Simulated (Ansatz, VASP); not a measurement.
## Two plane-wave programs on Al3B2N

```
Al B N
1.0
     3.42784    0.00000    0.00000
     0.00000    3.42784    0.00000
     0.00000    0.00000    7.44647
Al B N
3 2 1
Direct
  0.00000 0.00000 0.74478
  0.00000 0.00000 0.25522
  0.00000 0.00000 0.00000
  0.00000 0.50000 0.50000
  0.50000 0.00000 0.50000
  0.00000 0.00000 0.50000
```

Alike in both runs: task single point; functional PBE; k mesh 6 × 6 × 4; occupations gaussian, width 0.1 eV; no spin polarisation.

```csv
,VASP,Ansatz
version,VASP 6.6.1,Ansatz 0.2.0
potentials or method,"VASP PAW PBE potentials, release 64 (Al, B, N), cutoff 520 eV","scalar-relativistic, plane waves, PAW"
valence electrons in the cell,20,20
```

VASP gave:

* gap on the k mesh at the Fermi level (eV): none
* pressure (GPa): 24.9
* traceless stress, the component that is largest in VASP (GPa): 59.31
* rms of the force components (eV/Å): 3.280

**Question.** What did Ansatz give for the same quantities?

**Answer.** gap on the k mesh at the Fermi level (eV): none; pressure (GPa): 24.9; traceless stress, the component that is largest in VASP (GPa): 59.14; rms of the force components (eV/Å): 3.269.

Atom by atom the forces differ by 0.012 eV/Å (rms over components). A gap of «none» marks a metal or a gap that the smearing closes.
